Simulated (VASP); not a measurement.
A run of VASP 6.6.1:

The input INCAR:

```
ALGO = Normal
EDIFF = 1E-6
ENCUT = 500
GGA = PE
GGA_COMPAT = False
ISIF = 2
ISMEAR = -1
LASPH = True
LCHARG = False
LREAL = False
LWAVE = False
NBANDS = 31
NELM = 120
PREC = Accurate
SIGMA = 0.02
```

The input KPOINTS:

```
k-points
0
Gamma
  12 12 4
```

File POSCAR:

```
Si2Sn
1.0
    4.1203344670      0.0000000000      0.0000000000
   -2.0601672335      3.5683143205      0.0000000000
    0.0000000000      0.0000000000     10.1019424459
Si Sn
4 2
Direct
    0.0000000000      0.0000000000     -0.0157823160
    0.6666666667      0.3333333333      0.6829176957
    0.3333333333      0.6666666667      0.3344160146
    0.6666666667      0.3333333333      0.9151939851
    0.3333333333      0.6666666667      0.5907905602
    0.0000000000      0.0000000000      0.2424640604
```

Potentials or basis: VASP PAW PBE potentials, release 64 (Si, Sn_d).

Command:

```console
$ cat potpaw_PBE.64/Si/POTCAR potpaw_PBE.64/Sn_d/POTCAR > POTCAR
$ mpirun -np 1 vasp_std > vasp.out
```

Hardware: 1 thread of Oxide Virtual Turin-like Processor (shared host).

**Question.** How long does it take, and how much memory?

**Answer.** Run time: 7.5 min on 1 thread of Oxide Virtual Turin-like Processor, with other jobs on the host, peak memory 0.37 GiB. Counts: scf iterations 14, k points 69.
